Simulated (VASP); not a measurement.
# Cd in VASP: further runs

The runs below take Cd through single point, with PBE.

Everything below comes from runs of VASP 6.6.1. Logs are shortened: lines on timing, memory, paths and dates and some standing lists are left out, and cuts for length are marked.

## 1. The cell of the first run

The cell holds a wire or tube with vacuum around it, 2 atoms: a = 11.400 Å, b = 9.300 Å, c = 2.876 Å, α = 90.00°, β = 90.00°, γ = 90.00°.

## 2. Single point, PBE, collinear spin

Contents of INCAR:

```
SYSTEM = Cd
PREC = Accurate
ENCUT = 520
EDIFF = 1E-7
ISMEAR = 0
SIGMA = 0.05
LREAL = .False.
LASPH = .True.
NELM = 150
ALGO = Normal
ISIF = 2
LWAVE = .False.
LCHARG = .False.
ISPIN = 2
MAGMOM = 0.5 0.5
LORBIT = 11
GGA = PE
NBANDS = 23
```

Contents of KPOINTS:

```
Automatic mesh
0
Gamma
  1 1 22
  0 0 0
```

Contents of POSCAR:

```
Cd
1.0
   11.4000000000      0.0000000000      0.0000000000
    0.0000000000      9.3000000000      0.0000000000
    0.0000000000      0.0000000000      2.8761661473
Cd
2
Direct
    0.3928935149      0.5000000000      0.0000000000
    0.6071064851      0.5000000000      0.5000000000
```

Potentials or basis: VASP PAW PBE potentials, release 64 (Cd).

On the command line:

```
cat potpaw_PBE.64/Cd/POTCAR > POTCAR
mpirun -np 1 vasp_std > vasp.out
```

OUTCAR:

```text
SYSTEM = Cd
   PREC = Accurate
   ENCUT = 520
   EDIFF = 1E-7
   ISMEAR = 0
   LREAL = .False.
   LASPH = .True.
   NELM = 150
   ISIF = 2
   ISPIN = 2
   LORBIT = 11
   GGA = PE

 ion  position               nearest neighbor table
   1  0.393  0.500  0.000-   2 2.83   2 2.83
   2  0.607  0.500  0.500-   1 2.83   1 2.83

  LATTYP: Found a simple orthorhombic cell.
 ALAT       =     2.8761661473
 B/A-ratio  =     3.2334710596
 C/A-ratio  =     3.9636096860

  Lattice vectors:

 A1 = (   0.0000000000,   0.0000000000,  -2.8761661473)
 A2 = (   0.0000000000,   9.3000000000,   0.0000000000)
 A3 = (  11.4000000000,   0.0000000000,   0.0000000000)

Analysis of symmetry for initial positions (statically):
=====================================================================
 Subroutine PRICEL returns:
 Original cell was already a primitive cell.

 Routine SETGRP: Setting up the symmetry group for a
 simple orthorhombic supercell.

 Subroutine GETGRP returns: Found  8 space group operations
 (whereof  4 operations were pure point group operations)
 out of a pool of  8 trial point group operations.

The static configuration has the point symmetry C_2v.
 The point group associated with its full space group is D_2h.

Analysis of symmetry for dynamics (positions and initial velocities):
=====================================================================
 Subroutine PRICEL returns:
 Original cell was already a primitive cell.

 Routine SETGRP: Setting up the symmetry group for a
 simple orthorhombic supercell.

 Subroutine GETGRP returns: Found  8 space group operations
 (whereof  4 operations were pure point group operations)
 out of a pool of  8 trial point group operations.

The dynamic configuration has the point symmetry C_2v.
 The point group associated with its full space group is D_2h.

Analysis of structural, dynamic, and magnetic symmetry:
=====================================================================
 Subroutine PRICEL returns:
 Original cell was already a primitive cell.

 Routine SETGRP: Setting up the symmetry group for a
 simple orthorhombic supercell.

 Subroutine GETGRP returns: Found  8 space group operations
 (whereof  4 operations were pure point group operations)
 out of a pool of  8 trial point group operations.

The overall configuration has the point symmetry C_2v.
 The point group associated with its full space group is D_2h.

 Subroutine INISYM returns: Found  8 space group operations
 (whereof  4 operations are pure point group operations),
 and found     1 'primitive' translations

----------------------------------------------------------------------------------------

                                     Primitive cell

  volume of cell :     304.9311

  direct lattice vectors                    reciprocal lattice vectors
    11.400000000  0.000000000  0.000000000     0.087719298  0.000000000  0.000000000
     0.000000000  9.300000000  0.000000000     0.000000000  0.107526882  0.000000000
     0.000000000  0.000000000  2.876166147     0.000000000  0.000000000  0.347685060

  length of vectors
    11.400000000  9.300000000  2.876166147     0.087719298  0.107526882  0.347685060

  position of ions in fractional coordinates (direct lattice)
     0.392893515  0.500000000  0.000000000
     0.607106485  0.500000000  0.500000000

  ion indices of the primitive-cell ions
   primitive index   ion index
                 1           1
                 2           2

----------------------------------------------------------------------------------------

 KPOINTS: Automatic mesh

Automatic generation of k-mesh.
 Grid dimensions read from file:
 generate k-points for:    1    1   22

 Generating k-lattice:

  Cartesian coordinates                     Fractional coordinates (reciprocal lattice)
     0.087719298  0.000000000  0.000000000     1.000000000  0.000000000  0.000000000
     0.000000000  0.107526882  0.000000000     0.000000000  1.000000000  0.000000000
     0.000000000  0.000000000  0.015803866     0.000000000  0.000000000  0.045454545

  Length of vectors
     0.087719298  0.107526882  0.015803866

  Shift w.r.t. Gamma in fractional coordinates (k-lattice)
     0.000000000  0.000000000  0.000000000

 Subroutine IBZKPT returns following result:
 ===========================================

 Found     12 irreducible k-points:

 Following reciprocal coordinates:
            Coordinates               Weight
  0.000000  0.000000  0.000000      1.000000
  0.000000  0.000000  0.045455      2.000000
  0.000000  0.000000  0.090909      2.000000
  0.000000  0.000000  0.136364      2.000000
  0.000000  0.000000  0.181818      2.000000
  0.000000  0.000000  0.227273      2.000000
  0.000000  0.000000  0.272727      2.000000
  0.000000  0.000000  0.318182      2.000000
  0.000000  0.000000  0.363636      2.000000
  0.000000  0.000000  0.409091      2.000000
  0.000000  0.000000  0.454545      2.000000
  0.000000  0.000000  0.500000      1.000000
   k-points           NKPTS =     12   k-points in BZ     NKDIM =     12   number of bands    NBANDS=     23
   number of dos      NEDOS =    301   number of ions     NIONS =      2
   total plane-waves  NPLWV = 151200
   dimension x,y,z NGX =    90 NGY =   70 NGZ =   24
   dimension x,y,z NGXF=   180 NGYF=  140 NGZF=   48
   ions per type =               2
   NGX,Y,Z   is equivalent  to a cutoff of  13.12, 12.51, 13.87 a.u.
   NGXF,Y,Z  is equivalent  to a cutoff of  26.25, 25.03, 27.74 a.u.
 SYSTEM =  Cd
   PREC   = accura    normal or accurate (medium, high low for compatibility)
   ISTART =      0    job   : 0-new  1-cont  2-samecut
   ICHARG =      2    charge: 1-file 2-atom 10-const
   ISPIN  =      2    spin polarized calculation?
   LNONCOLLINEAR =      F non collinear calculations
   LSORBIT =      F    spin-orbit coupling
   LASPH  =      T    aspherical Exc in radial PAW
   ENCUT  =  520.0 eV  38.22 Ry    6.18 a.u.  21.20 17.29  5.35*2*pi/ulx,y,z
   NELM   =    150;   NELMIN=  2; NELMDL= -5     # of ELM steps
   EDIFF  = 0.1E-06   stopping-criterion for ELM
   LREAL  =      F    real-space projection
   EDIFFG = 0.1E-05   stopping-criterion for IOM
   NSW    =      0    number of steps for IOM
   IBRION =     -1    ionic relax: 0-MD 1-quasi-New 2-CG
   NFREE  =      0    steps in history (QN), initial steepest desc. (CG)
   ISIF   =      2    stress and relaxation
   ISYM   =      2    0-nonsym 1-usesym 2-fastsym
   POTIM  = 0.5000    time-step for ionic-motion
   TEBEG  =    0.0;   TEEND  =   0.0 temperature during run
   PSTRESS=    0.0 pullay stress
   NELECT =      24.0000    total number of electrons
   NUPDOWN=      -1.0000    fix difference up-down
   EMIN   =  10.00;   EMAX   =-10.00  energy-range for DOS
   EFERMI =   0.00;   METHOD = LEGACY
   ISMEAR =     0;   SIGMA  =   0.05  broadening in eV -4-tet -1-fermi 0-gaus
   EFERMI_NEDOS =   21; number of points for ismear=-14 and -15
   IALGO  =     38    algorithm
   IMIX   =      4    mixing-type and parameters
     AMIX     =   0.40;   BMIX     =  1.00
     AMIX_MAG =   1.60;   BMIX_MAG =  1.00
  volume/ion in A,a.u.               =     152.47      1028.89
  Fermi-wavevector in a.u.,A,eV,Ry     =   0.701581  1.325796  6.697009  0.492216
  Thomas-Fermi vector in A             =   1.786047
   LORBIT       =     11    0 simple, 1 ext, 2 COOP (PROOUT), +10 PAW based schemes
   GGA     = PE    functional components
   LHFCALC =     F    Hartree Fock is set to
   AEXX    =    0.0000 exact exchange contribution
   IVDW    =     0    specifies the selected vdW correction
   LEPSILON=     F    determine dielectric tensor
   LRPA    =     F    only Hartree local field effects (RPA)
 spin polarized calculation
 Gauss-broadening in eV      SIGMA  =   0.05
  energy-cutoff  :      520.00
  volume of cell :      304.93
 maximum number of plane-waves:      8231
 NGX is ok and might be reduce to    90
   NGX = 43   NGY = 35   NGZ = 11

 number of electron      24.0000003 magnetization       0.0373376

 Free energy of the ion-electron system (eV)
  ---------------------------------------------------
  ext. energy  EPLUGINS =         0.00000000
  ---------------------------------------------------
  free energy    TOTEN  =        -0.24190361 eV

  energy without entropy =       -0.23850732  energy(sigma->0) =       -0.24020547

 E-fermi :  -2.5299     XC(G=0):  -2.9097

 val. band max:       -2.5349206024   @ k =   0.0000   0.0000   0.0909
 cond. band min:      -2.5043713418   @ k =   0.0000   0.0000   0.0909
 fundamental gap:      0.0305492606
 Fermi energy:        -2.5299323405

 spin component 1

 k-point     1 :       0.0000    0.0000    0.0000
  band No.  band energies     occupation
      1     -12.5270      1.00000
      2     -12.2542      1.00000
      3     -11.8674      1.00000
      4     -11.8503      1.00000
      5     -11.5896      1.00000
      6     -11.3297      1.00000
[... 15 lines left out ...]
     22       3.8445      0.00000
     23       3.9193      0.00000
[... 262 lines left out ...]
  band No.  band energies     occupation
      1     -12.3039      1.00000
      2     -12.3039      1.00000
      3     -11.9057      1.00000
      4     -11.9057      1.00000
      5     -11.3863      1.00000
      6     -11.3863      1.00000
[... 15 lines left out ...]
     22       4.9393      0.00000
     23       5.7603      0.00000
 Fermi energy:        -2.5299323405

 spin component 2

 k-point     1 :       0.0000    0.0000    0.0000
  band No.  band energies     occupation
      1     -12.5245      1.00000
      2     -12.2516      1.00000
      3     -11.8661      1.00000
      4     -11.8470      1.00000
      5     -11.5887      1.00000
      6     -11.3273      1.00000
[... 15 lines left out ...]
     22       3.8598      0.00000
     23       3.9392      0.00000
[... 263 lines left out ...]
      1     -12.3022      1.00000
      2     -12.3022      1.00000
      3     -11.9019      1.00000
      4     -11.9019      1.00000
      5     -11.3842      1.00000
      6     -11.3842      1.00000
[... 15 lines left out ...]
     22       4.9600      0.00000
     23       5.7707      0.00000

------------------------ aborting loop because EDIFF is reached ----------------------------------------

  FORCE on cell =-STRESS in cart. coord.  units (eV):
  Direction    XX          YY          ZZ          XY          YZ          ZX
  --------------------------------------------------------------------------------------
  -------------------------------------------------------------------------------------
  Total        1.9956636      0.0547536      0.2507360      0.0000000      0.0000000      0.0000000
  in kB       10.4856689      0.2876881      1.3174238      0.0000000      0.0000000      0.0000000
  external PRESSURE =       4.0302603 kB  Pullay stress =       0.0000000 kB

 VOLUME and BASIS-vectors are now :
 -----------------------------------------------------------------------------
  energy-cutoff  :      520.00
  volume of cell :      304.93
      direct lattice vectors                 reciprocal lattice vectors
    11.400000000  0.000000000  0.000000000     0.087719298  0.000000000  0.000000000
     0.000000000  9.300000000  0.000000000     0.000000000  0.107526882  0.000000000
     0.000000000  0.000000000  2.876166147     0.000000000  0.000000000  0.347685060

 POSITION                                       TOTAL-FORCE (eV/Angst)
 -----------------------------------------------------------------------------------
      4.47899      4.65000      0.00000        -0.803927      0.000000      0.000000
      6.92101      4.65000      1.43808         0.803927      0.000000      0.000000
 -----------------------------------------------------------------------------------
    total drift:                                0.000000      0.000000     -0.000000

  FREE ENERGIE OF THE ION-ELECTRON SYSTEM (eV)
  ---------------------------------------------------
  free  energy   TOTEN  =        -0.2419036110 eV

  energy  without entropy=       -0.2385073194  energy(sigma->0) =       -0.24020547

 total charge

# of ion       s       p       d       tot
------------------------------------------
    1        0.631   0.202   9.492  10.325
    2        0.631   0.202   9.492  10.325
--------------------------------------------------
tot          1.262   0.403  18.984  20.649

 magnetization (x)

# of ion       s       p       d       tot
------------------------------------------
    1       -0.000   0.004  -0.000   0.004
    2       -0.000   0.004  -0.000   0.004
--------------------------------------------------
tot         -0.000   0.007  -0.000   0.007
```

Run time: 3 min. Hardware: 1 thread of AMD EPYC 9R45 (Zen 5), shared host; peak memory 0.51 GiB.

Results:

| Property | Result |
| --- | --- |
| Free energy | -0.2419 eV |
| Largest force | 0.804 eV/Å |
| Band gap on the k mesh | zero (filled and empty bands overlap) |
| Net moment | 0.04 μB per cell |
| Valence electrons inside the program's atomic spheres | Cd 10.32 |

Forces on the atoms (eV/Å):
```
Cd  -0.804  0.000  0.000
Cd   0.804  0.000  0.000
```

(Part 1 of 2 ends here.)

The gap in the log of VASP goes by the Fermi energy; the results here count the filled bands.